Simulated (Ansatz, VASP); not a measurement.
## Ni in VASP and in Ansatz

```
CELL_PARAMETERS angstrom
0.00000 1.73161 1.73161
1.73161 0.00000 1.73161
1.73161 1.73161 0.00000
ATOMIC_POSITIONS crystal
Ni 0.00000 0.00000 0.00000
```

Alike in both runs: task single point; functional PBEsol; k mesh 20 × 20 × 20; occupations fermi-dirac, width 0.05 eV; collinear spin.

|  | VASP | Ansatz |
| --- | --- | --- |
| version | VASP 6.6.1 | Ansatz 0.2.0 |
| potentials or method | VASP PAW PBE potentials, release 64 (Ni), cutoff 520 eV | all-electron LAPW, scalar-relativistic |

```tsv
	VASP	Ansatz	Ansatz less VASP
pressure (GPa)	0.0	0.0	+0.04
net moment per atom (μB)	0.62	0.63	+0.010
size of the moment on the site where the two differ most (μB)	0.63	0.65	+0.026
```

VASP's potentials were made for PBE, not for PBEsol. Site moments also hang on the region over which each program counts them. Ansatz ran all-electron here, and VASP with PAW potentials.
